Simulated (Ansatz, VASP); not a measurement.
Two plane-wave programs on N

```xyz
8
Lattice="5.4776 0.0000 0.0000 0.0000 5.4776 0.0000 0.0000 0.0000 5.4776" Properties=species:S:1:pos:R:3 pbc="T T T"
N     0.3156    0.3156    0.3156
N     2.4233    5.1621    3.0544
N     3.0544    2.4233    5.1621
N     5.1621    3.0544    2.4233
N     5.1621    5.1621    5.1621
N     3.0544    0.3156    2.4233
N     2.4233    3.0544    0.3156
N     0.3156    2.4233    3.0544
```

Alike in both runs: task single point; functional PBE; k mesh 6 × 6 × 6; occupations fermi-dirac, width 0.02 eV; no spin polarisation.

|  | VASP | Ansatz |
| --- | --- | --- |
| version | VASP 6.6.1 | Ansatz 0.2.0 |
| potentials or method | VASP PAW PBE potentials, release 64 (N) | plane waves, PAW |
| plane-wave cutoff (eV) | 520 | 420 |
| valence electrons in the cell | 40 | 40 |

|  | VASP | Ansatz | Ansatz less VASP |
| --- | --- | --- | --- |
| gap on the k mesh at the Fermi level (eV) | 7.30 | 7.35 | +0.047 |
| pressure (GPa) | 5.2 | 2.7 | -2.50 |
| rms of the force components (eV/Å) | 1.800 | 0.669 | -1.1310 |

Atom by atom the forces differ by 1.131 eV/Å (rms over components). One of these differences is far larger than is usual between the two programs; its cause wasn't traced.

Noted on VASP's run: the standard files for N, O and F lose accuracy on very short bonds.
